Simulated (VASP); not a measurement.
Write the native input for VASP 6.6.1 that does the following.

| Quantity | Value |
| --- | --- |
| Task | electric field gradients |
| Functional | LDA |
| Potentials or basis | VASP PAW LDA potentials, release 64 (Si) |
| Cutoff | 520 eV |
| k mesh | 12 × 12 × 12 |
| Occupations | fermi-dirac, width 0.08 eV |
| Spin | no spin polarisation |
| Dipole correction | no |
| Further INCAR settings | ALGO = Normal; EDIFF = 1e-08; NBANDS = 11 |

The structure of Si lies in POSCAR:

```
Si
1.0
    0.0000000000      2.7687280309      2.7687280309
    2.7687280309      0.0000000000      2.7687280309
    2.7687280309      2.7687280309      0.0000000000
Si
2
Direct
    0.5000000000      0.5000000000      0.5000000000
    0.7500000000      0.7500000000      0.7500000000
```

This cell differs from its parent crystal: volume scaled by 1.06.

The input as run:

INCAR

```
SYSTEM = Si
ALGO = Normal
EDIFF = 1E-8
ENCUT = 520
GGA = CA
ISIF = 2
ISMEAR = -1
LASPH = .True.
LCHARG = .False.
LEFG = .True.
LREAL = .False.
LWAVE = .False.
NBANDS = 11
NELM = 60
PREC = Accurate
SIGMA = 0.08
```

KPOINTS

```
k-points
0
Gamma
  12 12 12
  0 0 0
```

Potentials or basis: VASP PAW LDA potentials, release 64 (Si).

Launch:

```sh
$ cat potpaw_LDA.64/Si/POTCAR > POTCAR
$ mpirun -np 1 vasp_std > vasp.out
```

It gave:

```json
{
  "Pressure": "-6.1 GPa",
  "Band gap on the k mesh": "0.56 eV, indirect (least direct gap 2.36 eV)"
}
```

Caveat: without QUAD_EFG the Cq values of the log hold for a quadrupole moment of 1 mb, not for the nuclei.

Run time: 29 s on 1 thread of Intel(R) Xeon(R) Platinum 8375C CPU @ 2.90GHz (Ice Lake), with other jobs on the host, peak memory 0.15 GiB.
